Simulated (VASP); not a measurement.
# Ti6C in VASP: further runs

Runs on Ti6C. Level: PBE. Tasks: single point.

All numbers are computed with VASP 6.6.1; they aren't measurements. Logs are shortened: lines on timing, memory, paths and dates and some standing lists are left out, and cuts for length are marked.

**1. The cell of the first run**

The cell holds a slab with vacuum, 7 atoms: a = 2.832 Å, b = 4.579 Å, c = 22.051 Å, α = 90.00°, β = 90.00°, γ = 90.00°.

**2. Single point, PBE**

INCAR reads:

```
  PREC = Accurate
  ENCUT = 520
  EDIFF = 1E-6
  ISMEAR = 0
  SIGMA = 0.1
  LREAL = F
  LASPH = T
  NELM = 60
  ALGO = Normal
  ISIF = 2
  LWAVE = F
  LCHARG = T
  LDIPOL = T
  IDIPOL = 3
  DIPOL = 0.5 0.5 0.362
  GGA = PE
  LELF = T
  LVHAR = T
  LVACPOTAV = T
  NBANDS = 47
```

KPOINTS reads:

```
Automatic mesh
0
Gamma
  9 6 1
```

POSCAR reads:

```
Ti6C
1.0
    2.8319727860      0.0000000000      0.0000000000
    0.0000000000      4.5793473380      0.0000000000
    0.0000000000      0.0000000000     22.0506909065
Ti C
6 1
Direct
    0.5000000000      0.0000000000      0.1814002118
    0.0000000000      0.5000000000      0.2413504290
    0.5000000000      0.0000000000      0.3013006462
    0.5000000000      0.5000000000      0.3625816208
    0.0000000000      0.0000000000      0.4208167734
    0.5000000000      0.5000000000      0.4784743912
    0.5000000000      0.7000000000      0.5496901564
```

Potentials or basis: VASP PAW PBE potentials, release 64 (Ti_sv, C).

Started as:

```sh
cat potpaw_PBE.64/Ti_sv/POTCAR potpaw_PBE.64/C/POTCAR > POTCAR
mpirun -np 1 vasp_std > vasp.out
```

OUTCAR:

```text
PREC = Accurate
   ENCUT = 520
   EDIFF = 1E-6
   ISMEAR = 0
   LREAL = F
   LASPH = T
   NELM = 60
   ISIF = 2
   GGA = PE

 ion  position               nearest neighbor table
   1  0.500  0.000  0.181-   3 2.64
   2  0.000  0.500  0.241-
   3  0.500  0.000  0.301-   1 2.64   4 2.66   4 2.66
   4  0.500  0.500  0.363-   6 2.56   3 2.66   3 2.66
   5  0.000  0.000  0.421-
   6  0.500  0.500  0.478-   7 1.82   4 2.56
   7  0.500  0.700  0.550-   6 1.82

  LATTYP: Found a simple orthorhombic cell.
 ALAT       =     2.8319727860
 B/A-ratio  =     1.6170167173
 C/A-ratio  =     7.7863357358

  Lattice vectors:

 A1 = (   2.8319727860,   0.0000000000,   0.0000000000)
 A2 = (   0.0000000000,   4.5793473380,   0.0000000000)
 A3 = (   0.0000000000,   0.0000000000,  22.0506909065)

Analysis of symmetry for initial positions (statically):
=====================================================================
 Subroutine PRICEL returns:
 Original cell was already a primitive cell.

 Routine SETGRP: Setting up the symmetry group for a
 simple orthorhombic supercell.

 Subroutine GETGRP returns: Found  2 space group operations
 (whereof  2 operations were pure point group operations)
 out of a pool of  8 trial point group operations.

The static configuration has the point symmetry C_1h.

Analysis of symmetry for dynamics (positions and initial velocities):
=====================================================================
 Subroutine PRICEL returns:
 Original cell was already a primitive cell.

 Routine SETGRP: Setting up the symmetry group for a
 simple orthorhombic supercell.

 Subroutine GETGRP returns: Found  2 space group operations
 (whereof  2 operations were pure point group operations)
 out of a pool of  8 trial point group operations.

The dynamic configuration has the point symmetry C_1h.

 Subroutine INISYM returns: Found  2 space group operations
 (whereof  2 operations are pure point group operations),
 and found     1 'primitive' translations

----------------------------------------------------------------------------------------

                                     Primitive cell

  volume of cell :     285.9663

  direct lattice vectors                    reciprocal lattice vectors
     2.831972786  0.000000000  0.000000000     0.353110738  0.000000000  0.000000000
     0.000000000  4.579347338  0.000000000     0.000000000  0.218371730  0.000000000
     0.000000000  0.000000000 22.050690907     0.000000000  0.000000000  0.045350053

  length of vectors
     2.831972786  4.579347338 22.050690907     0.353110738  0.218371730  0.045350053

  position of ions in fractional coordinates (direct lattice)
     0.500000000  0.000000000  0.181400212
     0.000000000  0.500000000  0.241350429
     0.500000000  0.000000000  0.301300646
     0.500000000  0.500000000  0.362581621
     0.000000000  0.000000000  0.420816773
     0.500000000  0.500000000  0.478474391
     0.500000000  0.700000000  0.549690156

  ion indices of the primitive-cell ions
   primitive index   ion index
                 1           1
                 2           2
                 3           3
                 4           4
                 5           5
                 6           6
                 7           7

----------------------------------------------------------------------------------------

 KPOINTS: Automatic mesh

Automatic generation of k-mesh.
 Grid dimensions read from file:
 generate k-points for:    9    6    1

 Generating k-lattice:

  Cartesian coordinates                     Fractional coordinates (reciprocal lattice)
     0.039234526  0.000000000  0.000000000     0.111111111  0.000000000  0.000000000
     0.000000000  0.036395288  0.000000000     0.000000000  0.166666667  0.000000000
     0.000000000  0.000000000  0.045350053     0.000000000  0.000000000  1.000000000

  Length of vectors
     0.039234526  0.036395288  0.045350053

  Shift w.r.t. Gamma in fractional coordinates (k-lattice)
     0.000000000  0.000000000  0.000000000

 Subroutine IBZKPT returns following result:
 ===========================================

 Found     20 irreducible k-points:

 Following reciprocal coordinates:
            Coordinates               Weight
  0.000000  0.000000  0.000000      1.000000
  0.111111  0.000000  0.000000      2.000000
  0.222222  0.000000  0.000000      2.000000
  0.333333  0.000000  0.000000      2.000000
  0.444444  0.000000  0.000000      2.000000
  0.000000  0.166667  0.000000      2.000000
[... 12 lines left out ...]
  0.333333  0.500000  0.000000      2.000000
  0.444444  0.500000  0.000000      2.000000
   k-points           NKPTS =     20   k-points in BZ     NKDIM =     20   number of bands    NBANDS=     47
   number of dos      NEDOS =    301   number of ions     NIONS =      7
   total plane-waves  NPLWV = 145152
   dimension x,y,z NGX =    24 NGY =   36 NGZ =  168
   dimension x,y,z NGXF=    48 NGYF=   72 NGZF=  336
   ions per type =               6   1
   NGX,Y,Z   is equivalent  to a cutoff of  14.09, 13.07, 12.67 a.u.
   NGXF,Y,Z  is equivalent  to a cutoff of  28.18, 26.14, 25.33 a.u.
 SYSTEM =  unknown system
   PREC   = accura    normal or accurate (medium, high low for compatibility)
   ISTART =      0    job   : 0-new  1-cont  2-samecut
   ICHARG =      2    charge: 1-file 2-atom 10-const
   ISPIN  =      1    spin polarized calculation?
   LNONCOLLINEAR =      F non collinear calculations
   LSORBIT =      F    spin-orbit coupling
   LASPH  =      T    aspherical Exc in radial PAW
   ENCUT  =  520.0 eV  38.22 Ry    6.18 a.u.   5.27  8.51 41.00*2*pi/ulx,y,z
   NELM   =     60;   NELMIN=  2; NELMDL= -5     # of ELM steps
   EDIFF  = 0.1E-05   stopping-criterion for ELM
   LREAL  =      F    real-space projection
   EDIFFG = 0.1E-04   stopping-criterion for IOM
   NSW    =      0    number of steps for IOM
   IBRION =     -1    ionic relax: 0-MD 1-quasi-New 2-CG
   NFREE  =      0    steps in history (QN), initial steepest desc. (CG)
   ISIF   =      2    stress and relaxation
   ISYM   =      2    0-nonsym 1-usesym 2-fastsym
   POTIM  = 0.5000    time-step for ionic-motion
   TEBEG  =    0.0;   TEEND  =   0.0 temperature during run
   PSTRESS=    0.0 pullay stress
   NELECT =      76.0000    total number of electrons
   NUPDOWN=      -1.0000    fix difference up-down
   EMIN   =  10.00;   EMAX   =-10.00  energy-range for DOS
   EFERMI =   0.00;   METHOD = LEGACY
   ISMEAR =     0;   SIGMA  =   0.10  broadening in eV -4-tet -1-fermi 0-gaus
   EFERMI_NEDOS =   21; number of points for ismear=-14 and -15
   IALGO  =     38    algorithm
   IMIX   =      4    mixing-type and parameters
     AMIX     =   0.40;   BMIX     =  1.00
     AMIX_MAG =   1.60;   BMIX_MAG =  1.00
  volume/ion in A,a.u.               =      40.85       275.69
  Fermi-wavevector in a.u.,A,eV,Ry     =   1.052546  1.989023 15.073256  1.107853
  Thomas-Fermi vector in A             =   2.187633
   LORBIT       =      0    0 simple, 1 ext, 2 COOP (PROOUT), +10 PAW based schemes
   GGA     = PE    functional components
   LHFCALC =     F    Hartree Fock is set to
   AEXX    =    0.0000 exact exchange contribution
   IVDW    =     0    specifies the selected vdW correction
   LEPSILON=     F    determine dielectric tensor
   LRPA    =     F    only Hartree local field effects (RPA)
 non-spin polarized calculation
 Gauss-broadening in eV      SIGMA  =   0.10
  energy-cutoff  :      520.00
  volume of cell :      285.97
 maximum number of plane-waves:      7748
 NGX is ok and might be reduce to    24
   NGX = 11   NGY = 17   NGZ = 81

 dipolmoment           0.000000      0.000000     -0.028361 electrons x Angstroem

 number of electron      76.0000000 magnetization

 dipolmoment           0.000000      0.000000      0.223476 electrons x Angstroem

 Free energy of the ion-electron system (eV)
  ---------------------------------------------------
  ext. energy  EPLUGINS =         0.00000000
  ---------------------------------------------------
  free energy    TOTEN  =       -48.51543900 eV

  energy without entropy =      -48.45041774  energy(sigma->0) =      -48.48292837

 E-fermi :   0.1792     XC(G=0):  -5.5039

 val. band max:        0.1778680828   @ k =   0.3333   0.5000   0.0000
 cond. band min:       0.1983128484   @ k =   0.3333   0.3333   0.0000
 fundamental gap:      0.0204447656
 Fermi energy:         0.1792306058

 k-point     1 :       0.0000    0.0000    0.0000
  band No.  band energies     occupation
      1     -56.7850      2.00000
      2     -56.7335      2.00000
      3     -56.6600      2.00000
      4     -56.4383      2.00000
      5     -56.3327      2.00000
      6     -55.8747      2.00000
[... 39 lines left out ...]
     46       1.3745      0.00000
     47       1.5634      0.00000

 k-point     2 :       0.1111    0.0000    0.0000
  band No.  band energies     occupation
      1     -56.7780      2.00000
      2     -56.7267      2.00000
      3     -56.6543      2.00000
      4     -56.4326      2.00000
      5     -56.3266      2.00000
      6     -55.8684      2.00000
[... 39 lines left out ...]
     46       1.3716      0.00000
     47       1.5325      0.00000

 k-point     3 :       0.2222    0.0000    0.0000
  band No.  band energies     occupation
      1     -56.7599      2.00000
      2     -56.7094      2.00000
      3     -56.6396      2.00000
      4     -56.4180      2.00000
      5     -56.3111      2.00000
      6     -55.8522      2.00000
[... 839 lines left out ...]
     46       1.3045      0.00000
     47       1.5276      0.00000

 k-point    20 :       0.4444    0.5000    0.0000
  band No.  band energies     occupation
      1     -56.7254      2.00000
      2     -56.6764      2.00000
      3     -56.6122      2.00000
      4     -56.3450      2.00000
      5     -56.3280      2.00000
      6     -55.8217      2.00000
[... 39 lines left out ...]
     46       1.3944      0.00000
     47       1.4845      0.00000

------------------------ aborting loop because EDIFF is reached ----------------------------------------

  FORCE on cell =-STRESS in cart. coord.  units (eV):
  Direction    XX          YY          ZZ          XY          YZ          ZX
  --------------------------------------------------------------------------------------
  -------------------------------------------------------------------------------------
  Total       -1.8536073     -3.7241564     -1.2254637      0.0000000      2.2301577      0.0000000
  in kB      -10.3851664    -20.8652518     -6.8658797      0.0000000     12.4948570      0.0000000
  external PRESSURE =     -12.7054326 kB  Pullay stress =       0.0000000 kB

 VOLUME and BASIS-vectors are now :
 -----------------------------------------------------------------------------
  energy-cutoff  :      520.00
  volume of cell :      285.97
      direct lattice vectors                 reciprocal lattice vectors
     2.831972786  0.000000000  0.000000000     0.353110738  0.000000000  0.000000000
     0.000000000  4.579347338  0.000000000     0.000000000  0.218371730  0.000000000
     0.000000000  0.000000000 22.050690907     0.000000000  0.000000000  0.045350053

 POSITION                                       TOTAL-FORCE (eV/Angst)
 -----------------------------------------------------------------------------------
      1.41599      0.00000      4.00000         0.000000      0.056440      0.382785
      0.00000      2.28967      5.32194         0.000000     -0.050144     -0.082945
      1.41599      0.00000      6.64389         0.000000      0.002279     -0.280463
      1.41599      2.28967      7.99518         0.000000      0.068806      0.028493
      0.00000      0.00000      9.27930         0.000000     -0.598560      0.186933
      1.41599      2.28967     10.55069         0.000000     -0.600519     -0.288896
      1.41599      3.20554     12.12105         0.000000      1.121699      0.054093
 -----------------------------------------------------------------------------------
    total drift:                                0.000000     -0.000014     -0.000173

  FREE ENERGIE OF THE ION-ELECTRON SYSTEM (eV)
  ---------------------------------------------------
  free  energy   TOTEN  =       -48.5154390000 eV

  energy  without entropy=      -48.4504177421  energy(sigma->0) =      -48.48292837

 vacuum level on the upper side and lower side of the slab         6.686         3.568
```

Run time: 19 min. Hardware: 1 thread of AMD EPYC 7R43 (Zen 3), shared host; peak memory 0.42 GiB.

What came out:

```yaml
Free_energy: -48.5154 eV
Largest_force: 1.123 eV/Å
Band_gap_on_the_k_mesh: zero (band 38 reaches 0.27 eV, above the bottom of band 39 at 0.03 eV)
```

Forces in eV/Å, atoms in the order of the input:
```
Ti   0.000  0.056  0.383
Ti   0.000 -0.050 -0.083
Ti   0.000  0.002 -0.280
Ti   0.000  0.069  0.028
Ti   0.000 -0.599  0.187
Ti   0.000 -0.601 -0.289
C    0.000  1.122  0.054
```

**3. Single point, PBE**

INCAR reads:

```
SYSTEM = Ti6C
PREC = Accurate
ENCUT = 520
EDIFF = 1E-6
ISMEAR = 0
SIGMA = 0.1
LREAL = .FALSE.
LASPH = .TRUE.
NELM = 80
ALGO = Normal
ISIF = 2
LWAVE = .FALSE.
LCHARG = .TRUE.
LDIPOL = .TRUE.
IDIPOL = 3
DIPOL = 0.5 0.5 0.362
GGA = PE
LELF = .TRUE.
LVHAR = .TRUE.
LVACPOTAV = .TRUE.
NBANDS = 47
```

KPOINTS reads:

```
Automatic mesh
0
G
  9 6 1
  0 0 0
```

POSCAR: that of step 2 with these lines changed.

```diff
@@ -14,2 +14,2 @@
     0.5000000000      0.5000000000      0.4784743912
-    0.5000000000      0.7000000000      0.5496901564
+    0.8333333333      0.5000000000      0.5453839761
```

Potentials or basis: VASP PAW PBE potentials, release 64 (Ti_sv, C).

Started as:

```sh
cat potpaw_PBE.64/Ti_sv/POTCAR potpaw_PBE.64/C/POTCAR > POTCAR
mpirun -np 1 vasp_std > vasp.out
```

It took 15 min on 1 thread of AMD EPYC 7R43 (Zen 3), shared host; peak memory 0.42 GiB.

Results (log left out):

| Property | Result |
| --- | --- |
| Free energy | -49.4448 eV |
| Largest force | 2.594 eV/Å |
| Band gap on the k mesh | zero (band 38 reaches 0.19 eV, above the bottom of band 39 at 0.08 eV) |

Forces on the atoms (eV/Å):
```
Ti   0.013  0.000  0.378
Ti   0.018  0.000 -0.064
Ti  -0.007  0.000 -0.335
Ti  -0.169  0.000  0.031
Ti   0.151  0.000 -0.474
Ti  -2.566  0.000  0.379
C    2.560  0.000  0.085
```

Levels at points of the mesh, in eV from the Fermi level:
```
           k point  band 35  band 36  band 37  band 38  band 39  band 40  band 41  band 42
(0.00, 0.00, 0.00)    -0.62    -0.38    -0.36    -0.13     0.23     0.26     0.43     0.47
(0.00, 0.50, 0.00)    -0.47    -0.34    -0.26    -0.12     0.17     0.26     0.35     0.53
```

**4. Single point, PBE**

INCAR reads:

```
PREC = Accurate ; ENCUT = 520
EDIFF = 1E-6 ; ISMEAR = 0
SIGMA = 0.1 ; LREAL = False
LASPH = True ; NELM = 100
ALGO = Normal ; ISIF = 2
LWAVE = False ; LCHARG = False
LDIPOL = True ; IDIPOL = 3
DIPOL = 0.5 0.5 0.352 ; GGA = PE
NBANDS = 47
```

KPOINTS reads:

```
regular mesh
0
Gamma
  9 6 1
```

POSCAR: that of step 3 with these lines changed.

```diff
@@ -14,2 +14,2 @@
     0.5000000000      0.5000000000      0.4784743912
-    0.8333333333      0.5000000000      0.5453839761
+    0.5000000000      0.9000000000      0.4809261048
```

Started as:

```sh
cat potpaw_PBE.64/Ti_sv/POTCAR potpaw_PBE.64/C/POTCAR > POTCAR
mpirun -np 1 vasp_std > vasp.out
```

Run time: 13 min. Hardware: 1 thread of AMD EPYC 7R43 (Zen 3), shared host; peak memory 0.43 GiB.

Results (log left out):

* Free energy: -51.9616 eV
* Largest force: 2.243 eV/Å
* Band gap on the k mesh: zero (band 38 reaches 1.03 eV, above the bottom of band 39 at 0.94 eV)

Forces on the atoms (eV/Å):
```
Ti   0.000 -0.019  0.439
Ti   0.000  0.005  0.132
Ti   0.000 -0.064 -0.440
Ti   0.000  0.056 -1.306
Ti   0.000  0.176  0.413
Ti   0.000 -2.121  0.732
C    0.000  1.967  0.030
```

Levels at points of the mesh, in eV from the Fermi level:
```tsv
k point	band 35	band 36	band 37	band 38	band 39	band 40	band 41	band 42
(0.00, 0.00, 0.00)	-0.61	-0.57	-0.30	-0.14	0.01	0.05	0.25	0.54
(0.00, 0.50, 0.00)	-0.57	-0.45	-0.39	-0.21	0.14	0.25	0.26	0.46
```

**5. Single point, PBE**

INCAR reads:

```
PREC = Accurate
ENCUT = 520
EDIFF = 1E-7
ISMEAR = 0
SIGMA = 0.1
LREAL = False
LASPH = True
NELM = 60
ALGO = Normal
ISIF = 2
LWAVE = False
LCHARG = False
LDIPOL = True
IDIPOL = 3
DIPOL = 0.5 0.5 0.364
GGA = PE
NBANDS = 47
```

KPOINTS is that of step 4.

POSCAR: that of step 4 with these lines changed.

```diff
@@ -14,2 +14,2 @@
     0.5000000000      0.5000000000      0.4784743912
-    0.5000000000      0.9000000000      0.4809261048
+    0.5000000000      0.6000000000      0.5606747177
```

Started as:

```sh
cat potpaw_PBE.64/Ti_sv/POTCAR potpaw_PBE.64/C/POTCAR > POTCAR
mpirun -np 1 vasp_std > vasp.out
```

It took 15 min on 1 thread of AMD EPYC 7R43 (Zen 3), shared host; peak memory 0.43 GiB.

The run converged. Its results:

```yaml
Free_energy: -48.1732 eV
Largest_force: 0.469 eV/Å
Band_gap_on_the_k_mesh: zero (band 38 reaches 0.24 eV, above the bottom of band 39 at -0.08 eV)
```

Forces in eV/Å, atoms in the order of the input:
```
Ti   0.000  0.033  0.388
Ti   0.000 -0.024 -0.076
Ti   0.000  0.008 -0.313
Ti   0.000  0.039  0.255
Ti   0.000 -0.229 -0.150
Ti   0.000 -0.293 -0.147
C    0.000  0.467  0.044
```

Levels at points of the mesh, in eV from the Fermi level:
```csv
k point,band 34,band 35,band 36,band 37,band 38,band 39,band 40,band 41,band 42,band 43
"(0.00, 0.00, 0.00)",-0.66,-0.61,-0.30,-0.21,0.01,0.20,0.24,0.42,0.61,0.83
"(0.00, 0.50, 0.00)",-0.59,-0.47,-0.29,-0.26,0.16,0.24,0.33,0.33,0.53,0.87
```
